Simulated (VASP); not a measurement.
KCd2P2: relaxation of cell and atoms with PBE

The system is KCd2P2.

```
CELL_PARAMETERS angstrom
4.02923 0.00000 0.00000
-2.01461 3.48941 0.00000
0.00000 0.00000 8.58665
ATOMIC_POSITIONS crystal
K 0.00000 0.00000 0.00000
Cd 0.33333 0.66667 0.50000
Cd 0.66667 0.33333 0.50000
P 0.33333 0.66667 0.00000
P 0.66667 0.33333 0.00000
```

The cell was generated, and may not be a known phase.

```json
{
  "Program": "VASP 6.6.1",
  "Task": "relaxation of cell and atoms",
  "Functional": "PBE",
  "Potentials or basis": "VASP PAW PBE potentials, release 64 (K_sv, Cd, P)",
  "Cutoff": "500 eV",
  "k mesh": "6 × 6 × 2",
  "Occupations": "gaussian, width 0.1 eV",
  "Spin": "no spin polarisation",
  "Dipole correction": "no",
  "Further INCAR settings": "ALGO = Normal; EDIFF = 1e-07; IBRION = 2; EDIFFG = -0.04; NSW = 90; ISIF = 3"
}
```

```yaml
Relaxed_volume: 26.42 Å³/atom
Relaxed_cell: a = 5.379 Å, b = 5.379 Å, c = 5.273 Å, α = 90.00°, β = 90.00°, γ = 120.00°
Space_group_after_relaxing_to_0.1_Å: P6/mmm (No. 191)
Energy_gained_by_relaxing: 2000.0 meV/atom
Ionic_steps: 24
Pressure_after_relaxing: 0.0 GPa
Band_gap_on_the_k_mesh: zero (an odd number of electrons rules out a gap without spin polarisation)
```

Step by step:
| step | energy change (eV) | largest force (eV/Å) | pressure (GPa) | volume (Å³) |
| --- | --- | --- | --- | --- |
| 1 | 0.0000 | 0.0000 | 36.98 | 120.73 |
| 2 | -6.8178 | 0.0000 | -3.86 | 237.01 |
| 3 | -7.6963 | 0.0000 | 0.08 | 183.95 |
| 4 | -7.7079 | 0.0000 | -0.95 | 191.26 |
| 5 | -7.7120 | 0.0000 | -0.63 | 188.80 |
| 6 | -7.7107 | 0.0000 | -0.42 | 187.29 |
| 7 | -7.7516 | 0.0000 | -0.47 | 183.86 |
| 8 | -7.8819 | 0.0000 | -0.57 | 173.55 |
| 9 | -8.2854 | 0.0000 | -0.38 | 152.82 |
| 10 | -9.5077 | 0.0000 | 8.71 | 110.98 |
| 11 | -8.6367 | 0.0000 | -0.27 | 140.54 |
| 12 | -9.4587 | 0.0000 | 1.20 | 125.79 |
| 13 | -9.7075 | 0.0000 | 3.90 | 118.40 |
| 14 | -9.7152 | 0.0000 | 4.62 | 116.92 |
| 15 | -9.7301 | 0.0000 | 4.95 | 116.44 |
| 16 | -9.7345 | 0.0000 | 5.28 | 116.03 |
| 17 | -9.7565 | 0.0000 | 5.03 | 116.64 |
| 18 | -9.8164 | 0.0000 | 4.27 | 118.49 |
| 19 | -9.9093 | 0.0000 | 2.83 | 122.24 |
| 20 | -9.9952 | 0.0000 | 0.43 | 129.95 |
| 21 | -9.9991 | 0.0000 | -0.01 | 131.81 |
| 22 | -9.9993 | 0.0000 | -0.11 | 132.31 |
| 23 | -9.9998 | 0.0000 | -0.07 | 132.24 |
| 24 | -10.0002 | 0.0000 | 0.02 | 132.11 |

Final structure:
```xyz
5
Lattice="5.3786 0.0000 0.0000 -2.6893 4.6580 0.0000 0.0000 0.0000 5.2732" Properties=species:S:1:pos:R:3 pbc="T T T"
K     0.0000    0.0000    0.0000
Cd    0.0000    3.1053    2.6366
Cd    2.6893    1.5527    2.6366
P     0.0000    3.1053    0.0000
P     2.6893    1.5527    0.0000
```

Levels at points of the mesh, in eV from the Fermi level:
| k point | band 17 | band 18 | band 19 | band 20 | band 21 | band 22 | band 23 | band 24 | band 25 |
| --- | --- | --- | --- | --- | --- | --- | --- | --- | --- |
| (0.00, 0.00, 0.00) | -3.47 | -3.30 | -3.02 | -3.02 | -1.23 | 0.28 | 0.28 | 2.75 | 3.38 |
| (0.50, 0.00, 0.00) | -3.05 | -2.90 | -2.50 | -2.11 | -2.11 | -0.92 | 0.46 | 0.84 | 2.24 |
| (0.00, 0.00, 0.50) | -6.03 | -2.59 | -2.59 | -1.61 | 0.62 | 0.62 | 1.71 | 1.71 | 2.34 |
| (0.50, 0.00, 0.50) | -4.98 | -3.83 | -2.50 | -1.89 | 0.40 | 0.64 | 1.06 | 1.18 | 3.00 |

Run time: 11 min on 1 thread of Oxide Virtual Turin-like Processor (shared host), peak memory 0.23 GiB.

Caveat: the k points lie up to 0.60 Å⁻¹ apart in the final cell, too coarse for converged energies and pressures of a metal; a cell axis changed by over 15 % at a fixed basis, so the end point is rough.
